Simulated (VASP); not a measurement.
# NbP: single point with PBEsol

NbP:

```
CELL_PARAMETERS angstrom
-1.66250 1.66250 5.69000
1.66250 -1.66250 5.69000
1.66250 1.66250 -5.69000
ATOMIC_POSITIONS crystal
Nb 0.00000 0.00000 0.00000
Nb 0.75000 0.25000 0.50000
P 0.50000 0.50000 0.00000
P 0.25000 0.75000 0.50000
```

- Program: VASP 6.6.1
- Task: single point
- Functional: PBEsol
- Potentials or basis: VASP PAW PBE potentials, release 64 (Nb_sv, P)
- Cutoff: 520 eV
- k mesh: 6 × 6 × 6
- Occupations: gaussian, width 0.1 eV
- Spin: no spin polarisation
- Dipole correction: no
- Further INCAR settings: ALGO = Normal; EDIFF = 1e-07; NBANDS = 26

```
Pressure               : 13.4 GPa
Band gap on the k mesh : zero (band 18 reaches 11.73 eV, above the bottom of band 19 at 10.48 eV)
```

Stress tensor (GPa, compression positive):
```
 27.39   0.00   0.00
  0.00  27.39   0.00
  0.00   0.00 -14.62
```

Levels at points of the mesh, in eV from the Fermi level:
```csv
k point,band 15,band 16,band 17,band 18,band 19,band 20,band 21,band 22
"(0.00, 0.00, 0.00)",-0.84,-0.84,-0.65,-0.65,-0.57,-0.10,1.14,1.27
"(0.50, 0.00, 0.00)",-4.35,-2.80,-0.41,0.69,2.06,2.08,2.31,2.82
"(0.50, 0.50, 0.00)",-2.47,-2.47,-1.84,-1.84,1.14,1.14,1.97,1.97
"(0.50, 0.50, 0.50)",-0.86,-0.86,-0.55,-0.55,-0.34,-0.34,0.46,0.46
```

Wall time 97 s on 1 thread of Intel(R) Xeon(R) Platinum 8259CL CPU @ 2.50GHz (Skylake/Cascade Lake), on a shared host, peak memory 0.33 GiB.

Caveat: the k points lie up to 0.45 Å⁻¹ apart; the PAW data sets were made with another functional, which shifts forces and pressure a little.
